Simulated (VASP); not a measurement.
# Al (I4/mmm) in VASP: notebook

Runs on Al. Level: PBE. Tasks: single point.

Program: VASP 6.6.1. These are calculated values, not measurements. Logs are shortened: lines on timing, memory, paths and dates and some standing lists are left out, and cuts for length are marked.

### 1 The cell of the first run

The structure is tetragonal, space group I4/mmm (No. 139). The conventional cell has a = 2.748 Å, b = 2.748 Å, c = 4.372 Å, α = 90.00°, β = 90.00°, γ = 90.00°. Al (site symmetry 4/mmm) has 12 Al at 2.75 to 2.92 Å within 3.6 Å.

### 2 Single point, PBE (strain -0.040 along x and y, +0.080 along z)

Input file INCAR:

```
SYSTEM = Al
PREC = Accurate
ENCUT = 520
EDIFF = 1E-6
ISMEAR = 0
SIGMA = 0.15
LREAL = .False.
LASPH = .True.
NELM = 60
ALGO = Fast
ISIF = 2
LWAVE = .False.
LCHARG = .True.
GGA = PE
LELF = .True.
LVHAR = .True.
NBANDS = 8
```

Input file KPOINTS:

```
regular mesh
0
Gamma
  20 20 20
  0 0 0
```

Input file POSCAR:

```
Al
1.0
    0.0000000000      1.9430208000      2.1858984000
    1.9430208000      0.0000000000      2.1858984000
    1.9430208000      1.9430208000      0.0000000000
Al
1
Direct
    0.0000000000      0.0000000000      0.0000000000
```

Potentials or basis: VASP PAW PBE potentials, release 64 (Al).

Started as:

```console
$ cat potpaw_PBE.64/Al/POTCAR > POTCAR
$ mpirun -np 1 vasp_std > vasp.out
```

OUTCAR:

```text
SYSTEM = Al
   PREC = Accurate
   ENCUT = 520
   EDIFF = 1E-6
   ISMEAR = 0
   LREAL = .False.
   LASPH = .True.
   NELM = 60
   ISIF = 2
   GGA = PE

 ion  position               nearest neighbor table
   1  0.000  0.000  0.000-

  LATTYP: Found a body centered tetragonal cell.
 ALAT       =     2.7478463673
 C/A-ratio  =     1.5909902577

  Lattice vectors:

 A1 = (  -1.9430208000,   0.0000000000,   2.1858984000)
 A2 = (   1.9430208000,   0.0000000000,   2.1858984000)
 A3 = (   0.0000000000,   1.9430208000,  -2.1858984000)

Analysis of symmetry for initial positions (statically):
=====================================================================
 Subroutine PRICEL returns:
 Original cell was already a primitive cell.

 Routine SETGRP: Setting up the symmetry group for a
 body centered tetragonal supercell.

 Subroutine GETGRP returns: Found 16 space group operations
 (whereof 16 operations were pure point group operations)
 out of a pool of 16 trial point group operations.

The static configuration has the point symmetry D_4h.

Analysis of symmetry for dynamics (positions and initial velocities):
=====================================================================
 Subroutine PRICEL returns:
 Original cell was already a primitive cell.

 Routine SETGRP: Setting up the symmetry group for a
 body centered tetragonal supercell.

 Subroutine GETGRP returns: Found 16 space group operations
 (whereof 16 operations were pure point group operations)
 out of a pool of 16 trial point group operations.

The dynamic configuration has the point symmetry D_4h.

 Subroutine INISYM returns: Found 16 space group operations
 (whereof 16 operations are pure point group operations),
 and found     1 'primitive' translations

----------------------------------------------------------------------------------------

                                     Primitive cell

  volume of cell :      16.5050

  direct lattice vectors                    reciprocal lattice vectors
     0.000000000  1.943020800  2.185898400    -0.257331265  0.257331265  0.228738902
     1.943020800  0.000000000  2.185898400     0.257331265 -0.257331265  0.228738902
     1.943020800  1.943020800  0.000000000     0.257331265  0.257331265 -0.228738902

  length of vectors
     2.924633591  2.924633591  2.747846367     0.429837463  0.429837463  0.429837463

  position of ions in fractional coordinates (direct lattice)
     0.000000000  0.000000000  0.000000000

  ion indices of the primitive-cell ions
   primitive index   ion index
                 1           1

----------------------------------------------------------------------------------------

 KPOINTS: regular mesh

Automatic generation of k-mesh.
 Grid dimensions read from file:
 generate k-points for:   20   20   20

 Generating k-lattice:

  Cartesian coordinates                     Fractional coordinates (reciprocal lattice)
    -0.012866563  0.012866563  0.011436945     0.050000000  0.000000000  0.000000000
     0.012866563 -0.012866563  0.011436945     0.000000000  0.050000000  0.000000000
     0.012866563  0.012866563 -0.011436945     0.000000000  0.000000000  0.050000000

  Length of vectors
     0.021491873  0.021491873  0.021491873

  Shift w.r.t. Gamma in fractional coordinates (k-lattice)
     0.000000000  0.000000000  0.000000000

 Subroutine IBZKPT returns following result:
 ===========================================

 Found    641 irreducible k-points:

 Following reciprocal coordinates:
            Coordinates               Weight
  0.000000  0.000000  0.000000      1.000000
  0.050000  0.000000  0.000000      8.000000
  0.100000 -0.000000  0.000000      8.000000
  0.150000  0.000000  0.000000      8.000000
  0.200000 -0.000000  0.000000      8.000000
  0.250000 -0.000000  0.000000      8.000000
[... 16 lines left out ...]
 -0.400000  0.050000  0.000000      8.000000
 -0.350000  0.050000  0.000000      8.000000
 [... further k-points ...]
   k-points           NKPTS =    641   k-points in BZ     NKDIM =    641   number of bands    NBANDS=      8
   number of dos      NEDOS =    301   number of ions     NIONS =      1
   total plane-waves  NPLWV =  11520
   dimension x,y,z NGX =    24 NGY =   24 NGZ =   20
   dimension x,y,z NGXF=    48 NGYF=   48 NGZF=   40
   ions per type =               1
   NGX,Y,Z   is equivalent  to a cutoff of  13.64, 13.64, 12.10 a.u.
   NGXF,Y,Z  is equivalent  to a cutoff of  27.28, 27.28, 24.20 a.u.
 SYSTEM =  Al
   PREC   = accura    normal or accurate (medium, high low for compatibility)
   ISTART =      0    job   : 0-new  1-cont  2-samecut
   ICHARG =      2    charge: 1-file 2-atom 10-const
   ISPIN  =      1    spin polarized calculation?
   LNONCOLLINEAR =      F non collinear calculations
   LSORBIT =      F    spin-orbit coupling
   LASPH  =      T    aspherical Exc in radial PAW
   ENCUT  =  520.0 eV  38.22 Ry    6.18 a.u.   5.44  5.44  5.11*2*pi/ulx,y,z
[... 27 lines left out ...]
   LHFCALC =     F    Hartree Fock is set to
   AEXX    =    0.0000 exact exchange contribution
   IVDW    =     0    specifies the selected vdW correction
   LEPSILON=     F    determine dielectric tensor
   LRPA    =     F    only Hartree local field effects (RPA)
 non-spin polarized calculation
 RMM-DIIS sequential band-by-band and
 Gauss-broadening in eV      SIGMA  =   0.15
  energy-cutoff  :      520.00
  volume of cell :       16.50
 maximum number of plane-waves:       464
 NGX is ok and might be reduce to    24
   NGX = 11   NGY = 11   NGZ = 11

 number of electron       3.0000000 magnetization

 Free energy of the ion-electron system (eV)
  ---------------------------------------------------
  ext. energy  EPLUGINS =         0.00000000
  ---------------------------------------------------
  free energy    TOTEN  =        -3.71966341 eV

  energy without entropy =       -3.71451874  energy(sigma->0) =       -3.71709107

 E-fermi :   7.9706     XC(G=0): -10.1944

 val. band max:        7.9666133712   @ k =  -0.2000   0.5000   0.3000
 cond. band min:       7.9753273799   @ k =  -0.3000   0.1500   0.0000
 fundamental gap:      0.0087140087
 Fermi energy:         7.9706384329

 k-point     1 :       0.0000    0.0000    0.0000
  band No.  band energies     occupation
      1      -3.1349      2.00000
      2      19.8820      0.00000
      3      21.2351      0.00000
      4      21.2351      0.00000
      5      22.0930      0.00000
      6      22.0930      0.00000
      7      22.2645      0.00000
      8      24.2295      0.00000

 k-point     2 :       0.0500    0.0000    0.0000
  band No.  band energies     occupation
      1      -3.0666      2.00000
      2      19.1526      0.00000
      3      20.3290      0.00000
      4      20.9433      0.00000
      5      22.4185      0.00000
      6      22.4978      0.00000
      7      22.7479      0.00000
      8      23.9647      0.00000

 k-point     3 :       0.1000   -0.0000    0.0000
  band No.  band energies     occupation
      1      -2.8616      2.00000
      2      17.3698      0.00000
      3      19.5783      0.00000
      4      20.5259      0.00000
      5      22.4119      0.00000
      6      22.8468      0.00000
      7      23.2512      0.00000
      8      24.0315      0.00000

 k-point     4 :       0.1500    0.0000    0.0000
  band No.  band energies     occupation
      1      -2.5208      2.00000
      2      15.3829      0.00000
      3      18.9818      0.00000
      4      20.1858      0.00000
      5      21.6724      0.00000
      6      22.7746      0.00000
      7      24.1353      0.00000
      8      24.9204      0.00000

 k-point     5 :       0.2000   -0.0000    0.0000
  band No.  band energies     occupation
      1      -2.0450      2.00000
      2      13.4142      0.00000
      3      18.4793      0.00000
      4      19.9499      0.00000
      5      20.8396      0.00000
      6      22.6674      0.00000
      7      24.9989      0.00000
      8      26.0964      0.00000
[... 177 lines left out ...]
 k-point    22 :      -0.4500    0.0500    0.0000
  band No.  band energies     occupation
      1       2.8717      2.00000
      2       4.3763      2.00000
      3      15.8087      0.00000
      4      19.3748      0.00000
      5      20.3082      0.00000
      6      21.6319      0.00000
      7      23.6435      0.00000
      8      24.4381      0.00000

 k-point    23 :      -0.4000    0.0500    0.0000
  band No.  band energies     occupation
      1       1.7002      2.00000
      2       5.8046      2.00000
      3      15.7591      0.00000
      4      19.7342      0.00000
      5      20.9325      0.00000
      6      21.2544      0.00000
      7      23.9349      0.00000
      8      24.3131      0.00000

 k-point    24 :      -0.3500    0.0500    0.0000
  band No.  band energies     occupation
      1       0.6480      2.00000
      2       7.3526      2.00000
      3      15.8266      0.00000
      4      20.1954      0.00000
      5      20.9859      0.00000
      6      21.6749      0.00000
      7      23.6404      0.00000
      8      24.9937      0.00000

 [... further k-points ...]

------------------------ aborting loop because EDIFF is reached ----------------------------------------

  FORCE on cell =-STRESS in cart. coord.  units (eV):
  Direction    XX          YY          ZZ          XY          YZ          ZX
  --------------------------------------------------------------------------------------
  -------------------------------------------------------------------------------------
  Total        0.3510214      0.3510214     -0.4016878      0.0000000      0.0000000      0.0000000
  in kB       34.0744881     34.0744881    -38.9927959      0.0000000      0.0000000      0.0000000
  external PRESSURE =       9.7187268 kB  Pullay stress =       0.0000000 kB

 VOLUME and BASIS-vectors are now :
 -----------------------------------------------------------------------------
  energy-cutoff  :      520.00
  volume of cell :       16.50
      direct lattice vectors                 reciprocal lattice vectors
     0.000000000  1.943020800  2.185898400    -0.257331265  0.257331265  0.228738902
     1.943020800  0.000000000  2.185898400     0.257331265 -0.257331265  0.228738902
     1.943020800  1.943020800  0.000000000     0.257331265  0.257331265 -0.228738902

 POSITION                                       TOTAL-FORCE (eV/Angst)
 -----------------------------------------------------------------------------------
      0.00000      0.00000      0.00000         0.000000      0.000000      0.000000
 -----------------------------------------------------------------------------------
    total drift:                                0.000000     -0.000000     -0.000000

  FREE ENERGIE OF THE ION-ELECTRON SYSTEM (eV)
  ---------------------------------------------------
  free  energy   TOTEN  =        -3.7196634061 eV

  energy  without entropy=       -3.7145187362  energy(sigma->0) =       -3.71709107
```

Run time: 1.8 min. Hardware: 1 thread of AMD EPYC 9R45, shared host; peak memory 0.16 GiB.

Results:

```
Free energy : -3.7197 eV
Pressure    : 1.0 GPa
```

Stress tensor (GPa, compression positive):
```
 3.41  0.00  0.00
 0.00  3.41  0.00
 0.00  0.00 -3.90
```

Caveat: the cell differs from its parent crystal (strain -0.040 along x and y, +0.080 along z).

### 3 Single point, PBE (strain +0.040 along x and y, -0.080 along z)

Input file INCAR:

```
PREC = Accurate
ENCUT = 520
EDIFF = 1E-6
ISMEAR = 0
SIGMA = 0.15
LREAL = F
LASPH = T
NELM = 60
ALGO = Normal
ISIF = 2
LWAVE = F
LCHARG = T
GGA = PE
LELF = T
LVHAR = T
NBANDS = 8
```

Input file KPOINTS:

```
Automatic mesh
0
Gamma
  20 20 20
```

Input file POSCAR:

```
Al
1.0
    0.0000000000      2.1049392000      1.8620616000
    2.1049392000      0.0000000000      1.8620616000
    2.1049392000      2.1049392000      0.0000000000
Al
1
Direct
    0.0000000000      0.0000000000      0.0000000000
```

Potentials or basis: VASP PAW PBE potentials, release 64 (Al).

Started as:

```console
$ cat potpaw_PBE.64/Al/POTCAR > POTCAR
$ mpirun -np 1 vasp_std > vasp.out
```

It took 2.2 min on 1 thread of AMD EPYC 9R45, shared host; peak memory 0.16 GiB.

Results (log left out):

* Free energy: -3.7247 eV
* Pressure: 0.8 GPa

Stress tensor (GPa, compression positive):
```
-1.30  0.00  0.00
 0.00 -1.30  0.00
 0.00  0.00  4.97
```

Levels at points of the mesh, in eV from the Fermi level:
```
           k point  band 1  band 2  band 3  band 4  band 5
(0.00, 0.00, 0.00)  -11.11   12.42   12.42   13.68   13.99
(0.50, 0.00, 0.00)   -4.53   -4.29   10.05   10.19   11.75
(0.50, 0.50, 0.00)   -1.55    0.15    4.18    4.18    4.39
(0.50, 0.00, 0.50)   -3.45   -2.40    5.95    6.14    6.92
```

Caveat: the cell differs from its parent crystal (strain +0.040 along x and y, -0.080 along z).

### 4 Single point, PBE (strain +0.040 along x and y, -0.040 along z)

Input file INCAR:

```
SYSTEM = Al
PREC = Accurate ; ENCUT = 520
EDIFF = 1E-7 ; ISMEAR = 0
SIGMA = 0.15 ; LREAL = .FALSE.
LASPH = .TRUE. ; NELM = 80
ALGO = Normal ; ISIF = 2
LWAVE = .FALSE. ; LCHARG = .TRUE.
GGA = PE ; LELF = .TRUE.
LVHAR = .TRUE. ; NBANDS = 8
```

Input file KPOINTS:

```
regular mesh
0
G
  20 20 20
  0 0 0
```

Input file POSCAR:

```
Al
1.0
    0.0000000000      2.1049392000      1.9430208000
    2.1049392000      0.0000000000      1.9430208000
    2.1049392000      2.1049392000      0.0000000000
Al
1
Direct
    0.0000000000      0.0000000000      0.0000000000
```

Started as:

```console
$ cat potpaw_PBE.64/Al/POTCAR > POTCAR
$ mpirun -np 1 vasp_std > vasp.out
```

Wall time 1.9 min (1 thread of AMD EPYC 9R45, shared host); peak memory 0.16 GiB.

It converged, with:

```yaml
Free_energy: -3.7324 eV
Pressure: -2.7 GPa
```

Stress tensor (GPa, compression positive):
```
-3.65  0.00  0.00
 0.00 -3.65  0.00
 0.00  0.00 -0.88
```

Levels at points of the mesh, in eV from the Fermi level:
```csv
k point,band 1,band 2,band 3,band 4,band 5
"(0.00, 0.00, 0.00)",-10.84,12.20,12.20,13.01,13.44
"(0.50, 0.00, 0.00)",-4.41,-4.30,10.07,10.43,11.44
"(0.50, 0.50, 0.00)",-2.01,-0.49,4.48,4.48,4.67
"(0.50, 0.00, 0.50)",-3.18,-2.13,5.63,5.68,6.20
```

Caveat: the cell differs from its parent crystal (strain +0.040 along x and y, -0.040 along z).

### 5 Single point, PBE (strain +0.080 along x and y, -0.080 along z)

Input file INCAR:

```
PREC = Accurate
ENCUT = 520
EDIFF = 1E-6
ISMEAR = 0
SIGMA = 0.15
LREAL = False
LASPH = True
NELM = 60
ALGO = Normal
ISIF = 2
LWAVE = False
LCHARG = False
GGA = PE
NBANDS = 8
```

Input file KPOINTS:

```
Automatic mesh
0
Gamma
  20 20 20
```

Input file POSCAR:

```
Al
1.0
    0.0000000000      2.1858984000      1.8620616000
    2.1858984000      0.0000000000      1.8620616000
    2.1858984000      2.1858984000      0.0000000000
Al
1
Direct
    0.0000000000      0.0000000000      0.0000000000
```

Started as:

```console
$ cat potpaw_PBE.64/Al/POTCAR > POTCAR
$ mpirun -np 1 vasp_std > vasp.out
```

It took 1.8 min on 1 thread of AMD EPYC 9R45, shared host; peak memory 0.17 GiB.

The run converged. Its results:

```
Free energy : -3.6929 eV
Pressure    : -3.9 GPa
```

Stress tensor (GPa, compression positive):
```
-6.12  0.00  0.00
 0.00 -6.12  0.00
 0.00  0.00  0.50
```

Levels at points of the mesh, in eV from the Fermi level:
| k point | band 1 | band 2 | band 3 | band 4 | band 5 |
| --- | --- | --- | --- | --- | --- |
| (0.00, 0.00, 0.00) | -10.58 | 12.06 | 12.06 | 13.05 | 13.49 |
| (0.50, 0.00, 0.00) | -4.21 | -4.14 | 9.03 | 9.58 | 10.88 |
| (0.50, 0.50, 0.00) | -0.99 | 0.68 | 3.54 | 3.54 | 4.19 |
| (0.50, 0.00, 0.50) | -3.37 | -2.60 | 5.97 | 6.18 | 6.98 |

Caveat: the cell differs from its parent crystal (strain +0.080 along x and y, -0.080 along z).

### 6 Single point, PBE (strain +0.080 along x and y, -0.040 along z)

Input file INCAR:

```
PREC = Accurate ; ENCUT = 520
EDIFF = 1E-6 ; ISMEAR = 0
SIGMA = 0.15 ; LREAL = F
LASPH = T ; NELM = 80
ALGO = Fast ; ISIF = 2
LWAVE = F ; LCHARG = F
GGA = PE ; NBANDS = 8
```

KPOINTS is that of step 5.

Input file POSCAR:

```
Al
1.0
    0.0000000000      2.1858984000      1.9430208000
    2.1858984000      0.0000000000      1.9430208000
    2.1858984000      2.1858984000      0.0000000000
Al
1
Direct
    0.0000000000      0.0000000000      0.0000000000
```

Potentials or basis: VASP PAW PBE potentials, release 64 (Al).

Started as:

```console
$ cat potpaw_PBE.64/Al/POTCAR > POTCAR
$ mpirun -np 1 vasp_std > vasp.out
```

Run time: 1.9 min. Hardware: 1 thread of AMD EPYC 9R45, shared host; peak memory 0.17 GiB.

The run converged. Its results:

| Item | Value |
| --- | --- |
| Free energy | -3.6846 eV |
| Pressure | -6.4 GPa |

Stress tensor (GPa, compression positive):
```
-7.62  0.00  0.00
 0.00 -7.62  0.00
 0.00  0.00 -4.12
```

Levels at points of the mesh, in eV from the Fermi level:
```csv
k point,band 1,band 2,band 3,band 4,band 5
"(0.00, 0.00, 0.00)",-10.31,11.81,11.81,12.52,12.85
"(0.50, 0.00, 0.00)",-4.14,-4.07,9.05,9.82,10.70
"(0.50, 0.50, 0.00)",-1.45,0.04,3.85,3.85,4.48
"(0.50, 0.00, 0.50)",-3.08,-2.33,5.52,5.84,6.28
```

Caveat: the cell differs from its parent crystal (strain +0.080 along x and y, -0.040 along z).

### 7 Single point, PBE (strain +0.080 along x and y, +0.000 along z)

Input file INCAR:

```
SYSTEM = Al
ALGO = Normal
EDIFF = 1E-6
ENCUT = 520
GGA = PE
ISIF = 2
ISMEAR = 0
LASPH = .True.
LCHARG = .False.
LREAL = .False.
LWAVE = .False.
NBANDS = 8
NELM = 60
PREC = Accurate
SIGMA = 0.15
```

Input file KPOINTS:

```
k-points
0
Gamma
  20 20 20
  0 0 0
```

Input file POSCAR:

```
Al
1.0
    0.0000000000      2.1858984000      2.0239800000
    2.1858984000      0.0000000000      2.0239800000
    2.1858984000      2.1858984000      0.0000000000
Al
1
Direct
    0.0000000000      0.0000000000      0.0000000000
```

Started as:

```console
$ cat potpaw_PBE.64/Al/POTCAR > POTCAR
$ mpirun -np 1 vasp_std > vasp.out
```

It took 1.8 min on 1 thread of AMD EPYC 9R45, shared host; peak memory 0.17 GiB.

The run converged. Its results:

```
Free energy : -3.6553 eV
Pressure    : -8.3 GPa
```

Stress tensor (GPa, compression positive):
```
-8.68  0.00  0.00
 0.00 -8.68  0.00
 0.00  0.00 -7.47
```

Levels at points of the mesh, in eV from the Fermi level:
| k point | band 1 | band 2 | band 3 | band 4 | band 5 |
| --- | --- | --- | --- | --- | --- |
| (0.00, 0.00, 0.00) | -10.07 | 11.61 | 11.61 | 12.05 | 12.26 |
| (0.50, 0.00, 0.00) | -4.15 | -3.95 | 9.07 | 10.02 | 10.33 |
| (0.50, 0.50, 0.00) | -1.83 | -0.58 | 4.11 | 4.11 | 4.72 |
| (0.50, 0.00, 0.50) | -2.83 | -2.10 | 5.14 | 5.56 | 5.65 |

Caveat: the cell differs from its parent crystal (strain +0.080 along x and y, +0.000 along z).

### 8 Summary

| cell | gap on the mesh (eV) | pressure (GPa) |
| --- | --- | --- |
| a = 2.925, b = 2.925, c = 2.748 Å, angles 62.0, 62.0, 56.0°, 1 atom | none | 1.0 |
| a = 2.810, b = 2.810, c = 2.977 Å, angles 58.0, 58.0, 64.0°, 1 atom | none | 0.8 |
| a = 2.865, b = 2.865, c = 2.977 Å, angles 58.7, 58.7, 62.6°, 1 atom | none | -2.7 |
| a = 2.871, b = 2.871, c = 3.091 Å, angles 57.4, 57.4, 65.1°, 1 atom | none | -3.9 |
| a = 2.925, b = 2.925, c = 3.091 Å, angles 58.1, 58.1, 63.8°, 1 atom | none | -6.4 |
| a = 2.979, b = 2.979, c = 3.091 Å, angles 58.7, 58.7, 62.5°, 1 atom | none | -8.3 |

Alike in all rows: task single point; level PBE; potentials or basis VASP PAW PBE potentials, release 64 (Al); no spin polarisation; k mesh 20 × 20 × 20; cutoff (eV) 520; smearing gaussian 0.15 eV.

Absolute energies hang on the potentials; compare differences alone.
